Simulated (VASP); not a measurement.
Wanted: the native input for a VASP 6.6.1 run.

```yaml
Task: relaxation of cell and atoms
Functional: PBE
Potentials_or_basis: VASP PAW PBE potentials, release 64 (W_sv, S)
Cutoff: 600 eV
k_mesh: 6 × 6 × 2
Occupations: gaussian, width 0.1 eV
Spin: no spin polarisation
Dipole_correction: no
Further_INCAR_settings: ALGO = Normal; EDIFF = 1e-07; IBRION = 2; EDIFFG = -0.04; NSW = 90; ISIF = 3
```

The structure of WS2 lies in POSCAR:

```
WS2
1.0
    3.1799995600      0.0000000000      0.0000000000
   -1.5899997800      2.7539604100      0.0000000000
    0.0000000000      0.0000000000     12.5000000000
W S
2 4
Direct
    0.3333333300      0.6666666700      0.2500000000
    0.6666666700      0.3333333300      0.7500000000
    0.3333333300      0.6666666700      0.6200000000
    0.6666666700      0.3333333300      0.1200000000
    0.3333333300      0.6666666700      0.8800000000
    0.6666666700      0.3333333300      0.3800000000
```

The input as run:

INCAR

```
PREC = Accurate
ENCUT = 600
EDIFF = 1E-7
ISMEAR = 0
SIGMA = 0.1
LREAL = F
LASPH = T
NELM = 100
ALGO = Normal
ISIF = 3
LWAVE = F
LCHARG = F
GGA = PE
IBRION = 2
NSW = 90
EDIFFG = -0.04
```

KPOINTS

```
regular mesh
0
Gamma
  6 6 2
```

Potentials or basis: VASP PAW PBE potentials, release 64 (W_sv, S).

Command:

```sh
$ cat potpaw_PBE.64/W_sv/POTCAR potpaw_PBE.64/S/POTCAR > POTCAR
$ mpirun -np 1 vasp_std > vasp.out
```

It gave:

```
Relaxed volume                        : 20.39 Å³/atom
Relaxed cell                          : a = 3.189 Å, b = 3.189 Å, c = 13.887 Å, α = 90.00°, β = 90.00°, γ = 120.00°
Space group after relaxing (to 0.1 Å) : P6_3/mmc (No. 194)
Energy gained by relaxing             : 32.1 meV/atom
Ionic steps                           : 14
Pressure after relaxing               : -0.1 GPa
Largest force after relaxing          : 0.016 eV/Å
Band gap on the k mesh                : 1.50 eV (least direct gap 1.78 eV)
```

Caveat: spin-orbit coupling is left out, which moves the levels of the heavy elements; this functional lacks dispersion, which binds layers or chains, so the pressure and a relaxed spacing across them are unreliable.

Wall time 8.2 min on 1 thread of AMD EPYC 9R45 96-Core Processor (Zen 5) (shared host), peak memory 0.27 GiB.
